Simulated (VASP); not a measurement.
# YMgI2 (P4/mmm) in VASP: a series of runs

YMgI2 is run at these levels: PBE; tasks: single point, relaxation of cell and atoms.

All numbers are computed with VASP 6.6.1; they aren't measurements. Logs are shortened: lines on timing, memory, paths and dates and some standing lists are left out, and cuts for length are marked.

**1. The cell of the first run**

Symmetry: P4/mmm, No. 123, tetragonal system. Conventional cell: a = 5.841 Å, b = 5.841 Å, c = 3.201 Å, α = 90.00°, β = 90.00°, γ = 90.00°. Y (site symmetry 4/mmm) has 2 Y at 3.20 Å and 8 I at 3.33 Å within 4.2 Å. Mg (site symmetry 4/mmm) has 4 I at 2.92 Å and 2 Mg at 3.20 Å within 3.8 Å. Within 3.8 Å of I (site symmetry mmm) lie 2 Mg at 2.92 Å and 2 I at 3.20 Å and 4 Y at 3.33 Å.

**2. Single point, PBE**

INCAR

```
SYSTEM = YMgI2
  ALGO = Normal
  EDIFF = 1E-6
  ENCUT = 520
  GGA = PE
  ISIF = 2
  ISMEAR = 0
  LASPH = .True.
  LCHARG = .True.
  LELF = .True.
  LREAL = .False.
  LVHAR = .True.
  LWAVE = .False.
  NBANDS = 22
  NELM = 100
  PREC = Accurate
  SIGMA = 0.1
```

KPOINTS

```
k-points
0
Gamma
  4 4 6
  0 0 0
```

POSCAR

```
YMgI2
1.0
    5.8410000000      0.0000000000      0.0000000000
    0.0000000000      5.8410000000      0.0000000000
    0.0000000000      0.0000000000      3.2008153600
Y Mg I
1 1 2
Direct
    0.5000000000      0.5000000000      0.5000000000
    0.0000000000      0.0000000000      0.0000000000
    0.5000000000      0.0000000000      0.0000000000
    0.0000000000      0.5000000000      0.0000000000
```

Potentials or basis: VASP PAW PBE potentials, release 64 (Y_sv, Mg, I).

Run with:

```console
$ cat potpaw_PBE.64/Y_sv/POTCAR potpaw_PBE.64/Mg/POTCAR potpaw_PBE.64/I/POTCAR > POTCAR
$ mpirun -np 1 vasp_std > vasp.out
```

OUTCAR:

```text
SYSTEM = YMgI2
   EDIFF = 1E-6
   ENCUT = 520
   GGA = PE
   ISIF = 2
   ISMEAR = 0
   LASPH = .True.
   LREAL = .False.
   NELM = 100
   PREC = Accurate

 ion  position               nearest neighbor table
   1  0.500  0.500  0.500-   3 3.33   4 3.33   3 3.33   4 3.33   3 3.33   3 3.33   4 3.33   4 3.33

   2  0.000  0.000  0.000-   3 2.92   4 2.92   4 2.92   3 2.92
   3  0.500  0.000  0.000-   2 2.92   2 2.92   1 3.33   1 3.33   1 3.33   1 3.33
   4  0.000  0.500  0.000-   2 2.92   2 2.92   1 3.33   1 3.33   1 3.33   1 3.33

  LATTYP: Found a simple tetragonal cell.
 ALAT       =     5.8410000000
 C/A-ratio  =     0.5479909878

  Lattice vectors:

 A1 = (   5.8410000000,   0.0000000000,   0.0000000000)
 A2 = (   0.0000000000,   5.8410000000,   0.0000000000)
 A3 = (   0.0000000000,   0.0000000000,   3.2008153600)

Analysis of symmetry for initial positions (statically):
=====================================================================
 Subroutine PRICEL returns:
 Original cell was already a primitive cell.

 Routine SETGRP: Setting up the symmetry group for a
 simple tetragonal supercell.

 Subroutine GETGRP returns: Found 16 space group operations
 (whereof 16 operations were pure point group operations)
 out of a pool of 16 trial point group operations.

The static configuration has the point symmetry D_4h.

Analysis of symmetry for dynamics (positions and initial velocities):
=====================================================================
 Subroutine PRICEL returns:
 Original cell was already a primitive cell.

 Routine SETGRP: Setting up the symmetry group for a
 simple tetragonal supercell.

 Subroutine GETGRP returns: Found 16 space group operations
 (whereof 16 operations were pure point group operations)
 out of a pool of 16 trial point group operations.

The dynamic configuration has the point symmetry D_4h.

 Subroutine INISYM returns: Found 16 space group operations
 (whereof 16 operations are pure point group operations),
 and found     1 'primitive' translations

----------------------------------------------------------------------------------------

                                     Primitive cell

  volume of cell :     109.2031

  direct lattice vectors                    reciprocal lattice vectors
     5.841000000  0.000000000  0.000000000     0.171203561  0.000000000  0.000000000
     0.000000000  5.841000000  0.000000000     0.000000000  0.171203561  0.000000000
     0.000000000  0.000000000  3.200815360     0.000000000  0.000000000  0.312420395

  length of vectors
     5.841000000  5.841000000  3.200815360     0.171203561  0.171203561  0.312420395

  position of ions in fractional coordinates (direct lattice)
     0.500000000  0.500000000  0.500000000
     0.000000000  0.000000000  0.000000000
     0.500000000  0.000000000  0.000000000
     0.000000000  0.500000000  0.000000000

  ion indices of the primitive-cell ions
   primitive index   ion index
                 1           1
                 2           2
                 3           3
                 4           4

----------------------------------------------------------------------------------------

 KPOINTS: k-points

Automatic generation of k-mesh.
 Grid dimensions read from file:
 generate k-points for:    4    4    6

 Generating k-lattice:

  Cartesian coordinates                     Fractional coordinates (reciprocal lattice)
     0.042800890  0.000000000  0.000000000     0.250000000  0.000000000  0.000000000
     0.000000000  0.042800890  0.000000000     0.000000000  0.250000000  0.000000000
     0.000000000  0.000000000  0.052070066     0.000000000  0.000000000  0.166666667

  Length of vectors
     0.042800890  0.042800890  0.052070066

  Shift w.r.t. Gamma in fractional coordinates (k-lattice)
     0.000000000  0.000000000  0.000000000

 Subroutine IBZKPT returns following result:
 ===========================================

 Found     24 irreducible k-points:

 Following reciprocal coordinates:
            Coordinates               Weight
  0.000000  0.000000  0.000000      1.000000
  0.250000  0.000000  0.000000      4.000000
  0.500000  0.000000  0.000000      2.000000
  0.250000  0.250000  0.000000      4.000000
  0.500000  0.250000  0.000000      4.000000
  0.500000  0.500000  0.000000      1.000000
[... 16 lines left out ...]
  0.500000  0.250000  0.500000      4.000000
  0.500000  0.500000  0.500000      1.000000
   k-points           NKPTS =     24   k-points in BZ     NKDIM =     24   number of bands    NBANDS=     22
   number of dos      NEDOS =    301   number of ions     NIONS =      4
   total plane-waves  NPLWV =  55296
   dimension x,y,z NGX =    48 NGY =   48 NGZ =   24
   dimension x,y,z NGXF=    96 NGYF=   96 NGZF=   48
   ions per type =               1   1   2
   NGX,Y,Z   is equivalent  to a cutoff of  13.66, 13.66, 12.47 a.u.
   NGXF,Y,Z  is equivalent  to a cutoff of  27.32, 27.32, 24.93 a.u.
 SYSTEM =  YMgI2
   PREC   = accura    normal or accurate (medium, high low for compatibility)
   ISTART =      0    job   : 0-new  1-cont  2-samecut
   ICHARG =      2    charge: 1-file 2-atom 10-const
   ISPIN  =      1    spin polarized calculation?
   LNONCOLLINEAR =      F non collinear calculations
   LSORBIT =      F    spin-orbit coupling
   LASPH  =      T    aspherical Exc in radial PAW
   ENCUT  =  520.0 eV  38.22 Ry    6.18 a.u.  10.86 10.86  5.95*2*pi/ulx,y,z
   NELM   =    100;   NELMIN=  2; NELMDL= -5     # of ELM steps
   EDIFF  = 0.1E-05   stopping-criterion for ELM
   LREAL  =      F    real-space projection
   EDIFFG = 0.1E-04   stopping-criterion for IOM
   NSW    =      0    number of steps for IOM
   IBRION =     -1    ionic relax: 0-MD 1-quasi-New 2-CG
   NFREE  =      0    steps in history (QN), initial steepest desc. (CG)
   ISIF   =      2    stress and relaxation
   ISYM   =      2    0-nonsym 1-usesym 2-fastsym
   POTIM  = 0.5000    time-step for ionic-motion
   TEBEG  =    0.0;   TEEND  =   0.0 temperature during run
   PSTRESS=    0.0 pullay stress
   NELECT =      27.0000    total number of electrons
   NUPDOWN=      -1.0000    fix difference up-down
   EMIN   =  10.00;   EMAX   =-10.00  energy-range for DOS
   EFERMI =   0.00;   METHOD = LEGACY
   ISMEAR =     0;   SIGMA  =   0.10  broadening in eV -4-tet -1-fermi 0-gaus
   EFERMI_NEDOS =   21; number of points for ismear=-14 and -15
   IALGO  =     38    algorithm
   IMIX   =      4    mixing-type and parameters
     AMIX     =   0.40;   BMIX     =  1.00
     AMIX_MAG =   1.60;   BMIX_MAG =  1.00
  volume/ion in A,a.u.               =      27.30       184.23
  Fermi-wavevector in a.u.,A,eV,Ry     =   1.027506  1.941705 14.364606  1.055769
  Thomas-Fermi vector in A             =   2.161455
   LORBIT       =      0    0 simple, 1 ext, 2 COOP (PROOUT), +10 PAW based schemes
   GGA     = PE    functional components
   LHFCALC =     F    Hartree Fock is set to
   AEXX    =    0.0000 exact exchange contribution
   IVDW    =     0    specifies the selected vdW correction
   LEPSILON=     F    determine dielectric tensor
   LRPA    =     F    only Hartree local field effects (RPA)
 non-spin polarized calculation
 Gauss-broadening in eV      SIGMA  =   0.10
  energy-cutoff  :      520.00
  volume of cell :      109.20
 maximum number of plane-waves:      2968
 NGX is ok and might be reduce to    48
   NGX = 21   NGY = 21   NGZ = 11

 number of electron      27.0000003 magnetization

 Free energy of the ion-electron system (eV)
  ---------------------------------------------------
  ext. energy  EPLUGINS =         0.00000000
  ---------------------------------------------------
  free energy    TOTEN  =       -11.32949140 eV

  energy without entropy =      -11.31590837  energy(sigma->0) =      -11.32269989

 E-fermi :   6.7646     XC(G=0):  -9.5629

 val. band max:        6.7419843236   @ k =   0.5000   0.0000   0.1667
 cond. band min:       6.7717152575   @ k =   0.5000   0.0000   0.3333
 fundamental gap:      0.0297309338
 Fermi energy:         6.7646341597

 k-point     1 :       0.0000    0.0000    0.0000
  band No.  band energies     occupation
      1     -36.9438      2.00000
      2     -17.0900      2.00000
      3     -17.0900      2.00000
      4     -16.3263      2.00000
      5      -8.8389      2.00000
      6      -8.2933      2.00000
[... 14 lines left out ...]
     21      12.3884      0.00000
     22      13.3685      0.00000

 k-point     2 :       0.2500    0.0000    0.0000
  band No.  band energies     occupation
      1     -36.9437      2.00000
      2     -17.0959      2.00000
      3     -17.0899      2.00000
      4     -16.3261      2.00000
      5      -8.7355      2.00000
      6      -8.3412      2.00000
[... 14 lines left out ...]
     21      11.6052      0.00000
     22      12.3923      0.00000

 k-point     3 :       0.5000    0.0000    0.0000
  band No.  band energies     occupation
      1     -36.9437      2.00000
      2     -17.1018      2.00000
      3     -17.0897      2.00000
      4     -16.3260      2.00000
      5      -8.5612      2.00000
      6      -8.4595      2.00000
[... 14 lines left out ...]
     21      10.8663      0.00000
     22      11.3380      0.00000
[... 476 lines left out ...]
 k-point    23 :       0.5000    0.2500    0.5000
  band No.  band energies     occupation
      1     -36.8633      2.00000
      2     -17.1334      2.00000
      3     -16.9868      2.00000
      4     -16.9847      2.00000
      5      -7.1403      2.00000
      6      -7.0997      2.00000
[... 14 lines left out ...]
     21      10.9336      0.00000
     22      11.8249      0.00000

 k-point    24 :       0.5000    0.5000    0.5000
  band No.  band energies     occupation
      1     -36.8633      2.00000
      2     -17.1323      2.00000
      3     -16.9868      2.00000
      4     -16.9868      2.00000
      5      -7.1286      2.00000
      6      -7.1286      2.00000
[... 14 lines left out ...]
     21      12.0810      0.00000
     22      12.0813      0.00000

------------------------ aborting loop because EDIFF is reached ----------------------------------------

  FORCE on cell =-STRESS in cart. coord.  units (eV):
  Direction    XX          YY          ZZ          XY          YZ          ZX
  --------------------------------------------------------------------------------------
  -------------------------------------------------------------------------------------
  Total        1.1141700      1.1141700     15.6252572      0.0000000      0.0000000      0.0000000
  in kB       16.3465841     16.3465841    229.2465045      0.0000000      0.0000000      0.0000000
  external PRESSURE =      87.3132242 kB  Pullay stress =       0.0000000 kB

 VOLUME and BASIS-vectors are now :
 -----------------------------------------------------------------------------
  energy-cutoff  :      520.00
  volume of cell :      109.20
      direct lattice vectors                 reciprocal lattice vectors
     5.841000000  0.000000000  0.000000000     0.171203561  0.000000000  0.000000000
     0.000000000  5.841000000  0.000000000     0.000000000  0.171203561  0.000000000
     0.000000000  0.000000000  3.200815360     0.000000000  0.000000000  0.312420395

 POSITION                                       TOTAL-FORCE (eV/Angst)
 -----------------------------------------------------------------------------------
      2.92050      2.92050      1.60041         0.000000      0.000000      0.000000
      0.00000      0.00000      0.00000         0.000000      0.000000      0.000000
      2.92050      0.00000      0.00000         0.000000      0.000000      0.000000
      0.00000      2.92050      0.00000         0.000000      0.000000      0.000000
 -----------------------------------------------------------------------------------
    total drift:                                0.000000     -0.000000      0.000000

  FREE ENERGIE OF THE ION-ELECTRON SYSTEM (eV)
  ---------------------------------------------------
  free  energy   TOTEN  =       -11.3294914039 eV

  energy  without entropy=      -11.3159083715  energy(sigma->0) =      -11.32269989
```

Run time: 28 s. Hardware: 1 thread of Intel Xeon 6975P-C (Granite Rapids), shared host; peak memory 0.27 GiB.

What came out:

```
Free energy            : -11.3295 eV
Pressure               : 8.7 GPa
Band gap on the k mesh : zero (an odd number of electrons rules out a gap without spin polarisation)
```

Stress tensor (GPa, compression positive):
```
 1.63  0.00  0.00
 0.00  1.63  0.00
 0.00  0.00 22.92
```

Levels at points of the mesh, in eV from the Fermi level:
| k point | band 10 | band 11 | band 12 | band 13 | band 14 | band 15 | band 16 | band 17 |
| --- | --- | --- | --- | --- | --- | --- | --- | --- |
| (0.00, 0.00, 0.00) | -4.63 | -2.64 | -1.96 | -0.90 | -0.77 | -0.47 | 1.21 | 1.36 |
| (0.50, 0.00, 0.00) | -5.57 | -1.29 | -0.94 | -0.69 | -0.27 | 0.89 | 1.31 | 2.40 |
| (0.50, 0.50, 0.00) | -4.31 | -0.92 | -0.92 | -0.85 | 0.75 | 1.02 | 1.02 | 2.20 |
| (0.00, 0.00, 0.50) | -5.62 | -3.72 | -3.72 | 0.90 | 1.06 | 1.23 | 1.30 | 1.30 |
| (0.50, 0.00, 0.50) | -4.71 | -4.45 | -4.34 | -0.14 | -0.11 | -0.08 | 0.40 | 2.61 |
| (0.50, 0.50, 0.50) | -5.20 | -3.23 | -3.16 | -1.48 | -0.58 | -0.29 | -0.29 | 0.43 |

Caveat: the cell stands under pressure; spin-orbit coupling is left out, which moves the levels of the heavy elements; an odd number of electrons without spin polarisation forces a metal; a magnetic or distorted state may lie lower.

**3. Single point, PBE**

This run uses another cell than the first one, of 31.66 Å³/atom.

INCAR

```
SYSTEM = YMgI2
PREC = Accurate
ENCUT = 520
EDIFF = 1E-6
ISMEAR = 0
SIGMA = 0.1
LREAL = .False.
LASPH = .True.
NELM = 100
ALGO = Normal
ISIF = 2
LWAVE = .False.
LCHARG = .True.
GGA = PE
LELF = .True.
LVHAR = .True.
NBANDS = 22
```

KPOINTS

```
regular mesh
0
Gamma
  4 4 6
  0 0 0
```

POSCAR

```
YMgI2
1.0
    5.9025552962      0.0000000000      0.0000000000
    0.0000000000      5.9025552962      0.0000000000
    0.0000000000      0.0000000000      3.6349675662
Y Mg I
1 1 2
Direct
    0.5000000000      0.5000000000      0.5000000000
    0.0000000000      0.0000000000      0.0000000000
    0.5000000000      0.0000000000      0.0000000000
    0.0000000000      0.5000000000      0.0000000000
```

Potentials or basis: VASP PAW PBE potentials, release 64 (Y_sv, Mg, I).

Run with:

```console
$ cat potpaw_PBE.64/Y_sv/POTCAR potpaw_PBE.64/Mg/POTCAR potpaw_PBE.64/I/POTCAR > POTCAR
$ mpirun -np 1 vasp_std > vasp.out
```

Run time: 38 s. Hardware: 1 thread of Intel Xeon 6975P-C (Granite Rapids), shared host; peak memory 0.3 GiB.

It converged, with:

```yaml
Free_energy: -12.1999 eV
Pressure: 0.1 GPa
Band_gap_on_the_k_mesh: zero (an odd number of electrons rules out a gap without spin polarisation)
```

Levels at points of the mesh, in eV from the Fermi level:
| k point | band 10 | band 11 | band 12 | band 13 | band 14 | band 15 | band 16 | band 17 | band 18 | band 19 |
| --- | --- | --- | --- | --- | --- | --- | --- | --- | --- | --- |
| (0.00, 0.00, 0.00) | -4.44 | -2.78 | -2.44 | -2.32 | -1.89 | -0.53 | 0.52 | 0.85 | 1.67 | 1.67 |
| (0.50, 0.00, 0.00) | -5.34 | -2.75 | -2.55 | -1.05 | -0.21 | 0.68 | 0.70 | 1.69 | 2.53 | 2.54 |
| (0.50, 0.50, 0.00) | -4.18 | -2.74 | -2.74 | -0.56 | 0.85 | 1.10 | 1.10 | 1.54 | 2.53 | 2.53 |
| (0.00, 0.00, 0.50) | -5.78 | -4.09 | -4.09 | -0.10 | 0.74 | 1.12 | 1.22 | 1.22 | 1.54 | 2.18 |
| (0.50, 0.00, 0.50) | -5.20 | -4.90 | -4.74 | -0.25 | -0.02 | 0.01 | 0.13 | 2.23 | 2.32 | 2.38 |
| (0.50, 0.50, 0.50) | -5.61 | -3.66 | -3.56 | -1.48 | -0.78 | -0.13 | -0.13 | 0.23 | 1.88 | 3.11 |

Caveat: spin-orbit coupling is left out, which moves the levels of the heavy elements; an odd number of electrons without spin polarisation forces a metal; a magnetic or distorted state may lie lower.

**4. Relaxation of cell and atoms, PBE**

INCAR

```
ALGO = Normal ; EDIFF = 1E-6
EDIFFG = -0.04 ; ENCUT = 600
GGA = PE ; IBRION = 2
ISIF = 3 ; ISMEAR = 0
LASPH = T ; LCHARG = F
LREAL = F ; LWAVE = F
NELM = 100 ; NSW = 90
PREC = Accurate ; SIGMA = 0.1
```

KPOINTS

```
k-points
0
Gamma
  4 4 6
```

POSCAR

```
YMgI2
1.0
    5.8410000000      0.0000000000      0.0000000000
    0.0000000000      5.8410000000      0.0000000000
    0.0000000000      0.0000000000      3.2008153600
Y Mg I
1 1 2
Direct
    0.5000000000      0.5000000000      0.5000000000
    0.0000000000      0.0000000000      0.0000000000
    0.5000000000      0.0000000000      0.0000000000
    0.0000000000      0.5000000000      0.0000000000
```

Run with:

```console
$ cat potpaw_PBE.64/Y_sv/POTCAR potpaw_PBE.64/Mg/POTCAR potpaw_PBE.64/I/POTCAR > POTCAR
$ mpirun -np 1 vasp_std > vasp.out
```

It took 100 s on 1 thread of Intel Xeon 6975P-C (Granite Rapids), shared host; peak memory 0.3 GiB.

Results (log left out):

| Item | Value |
| --- | --- |
| Free energy | -12.1990 eV |
| Relaxed volume | 31.69 Å³/atom |
| Relaxed cell | a = 5.898 Å, b = 5.898 Å, c = 3.643 Å, α = 90.00°, β = 90.00°, γ = 90.00° |
| Space group after relaxing (to 0.1 Å) | P4/mmm (No. 123) |
| Energy gained by relaxing | 217.4 meV/atom |
| Ionic steps | 4 |
| Pressure after relaxing | 0.0 GPa |
| Band gap on the k mesh | zero (an odd number of electrons rules out a gap without spin polarisation) |

Stress tensor (GPa, compression positive):
```
 0.11  0.00  0.00
 0.00  0.11  0.00
 0.00  0.00 -0.12
```

The path:
```csv
step,energy change (eV),largest force (eV/Å),pressure (GPa),volume (Å³)
1,0.0000,0.0000,8.73,109.20
2,-0.8007,0.0000,-1.29,133.29
3,-0.8684,0.0000,0.28,125.84
4,-0.8694,0.0000,0.04,126.74
```

Final structure:
```
CELL_PARAMETERS angstrom
5.89841 0.00000 0.00000
0.00000 5.89841 0.00000
0.00000 0.00000 3.64291
ATOMIC_POSITIONS crystal
Y 0.50000 0.50000 0.50000
Mg 0.00000 0.00000 0.00000
I 0.50000 0.00000 0.00000
I 0.00000 0.50000 0.00000
```

Levels at points of the mesh, in eV from the Fermi level:
```
           k point  band 10  band 11  band 12  band 13  band 14  band 15  band 16  band 17
(0.00, 0.00, 0.00)    -4.44    -2.82    -2.44    -2.35    -1.88    -0.53     0.51     0.85
(0.50, 0.00, 0.00)    -5.34    -2.78    -2.58    -1.05    -0.21     0.67     0.70     1.67
(0.50, 0.50, 0.00)    -4.19    -2.77    -2.77    -0.56     0.85     1.10     1.10     1.54
(0.00, 0.00, 0.50)    -5.79    -4.10    -4.10    -0.12     0.74     1.12     1.21     1.21
(0.50, 0.00, 0.50)    -5.22    -4.92    -4.75    -0.26    -0.02     0.01     0.12     2.32
(0.50, 0.50, 0.50)    -5.63    -3.67    -3.57    -1.49    -0.79    -0.13    -0.13     0.23
```

Caveat: the volume moved by over 15 % at a fixed basis, so the end points are rough; spin-orbit coupling is left out, which moves the levels of the heavy elements; an odd number of electrons without spin polarisation forces a metal; a magnetic or distorted state may lie lower.

**5. The runs side by side**

| task | cell | cutoff (eV) | gap on the mesh (eV) | pressure (GPa) |
| --- | --- | --- | --- | --- |
| single point | a = 5.841, b = 5.841, c = 3.201 Å, 4 atoms | 520 | none | 8.7 |
| single point | a = 5.903, b = 5.903, c = 3.635 Å, 4 atoms | 520 | none | 0.1 |
| relaxation of cell and atoms | relaxed from a = 5.841, b = 5.841, c = 3.201 Å, 4 atoms | 600 | none | 0.0 |

Alike in all rows: level PBE; potentials or basis VASP PAW PBE potentials, release 64 (Y_sv, Mg, I); no spin polarisation; k mesh 4 × 4 × 6; smearing gaussian 0.1 eV.

Caveats: spin-orbit coupling is left out, which moves the levels of the heavy elements; an odd number of electrons without spin polarisation forces a metal; a magnetic or distorted state may lie lower; the cell stands under pressure (at least some runs); the volume moved by over 15 % at a fixed basis, so the end points are rough (at least some runs).

Total energies depend on the potentials used, so only differences within one code and one set of settings carry meaning.
